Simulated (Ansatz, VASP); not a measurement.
# Two plane-wave programs on GaSb

```
Ga Sb
1.0
    -2.66662    2.66662    1.53404
     2.66662   -2.66662    1.53404
     2.66662    2.66662   -1.53404
Ga Sb
1 1
Direct
  0.25000 0.75000 0.50000
  0.00000 0.00000 0.00000
```

Alike in both runs: functional PBEsol; dispersion D3(BJ); k mesh 8 × 8 × 8; occupations fermi-dirac, width 0.1 eV; no spin polarisation.

Ansatz relaxed the structure, and its values are those at the end. VASP's run is a single point on that final structure, the one shown.

|  | VASP | Ansatz |
| --- | --- | --- |
| version | VASP 6.6.1 | Ansatz 0.2.0 |
| potentials or method | VASP PAW PBE potentials, release 64 (Ga_d, Sb) | plane waves, PAW |
| plane-wave cutoff (eV) | 500 | 420 |
| valence electrons in the cell | 18 | 28 |

```tsv
	VASP	Ansatz	Ansatz less VASP
pressure (GPa)	0.0	0.0	-0.02
```

VASP's potentials were made for PBE, not for PBEsol. VASP's potentials hold 18 valence electrons a cell and Ansatz's 28, so a difference there can come from the potentials and not from the codes.

Spin-orbit coupling is off throughout.
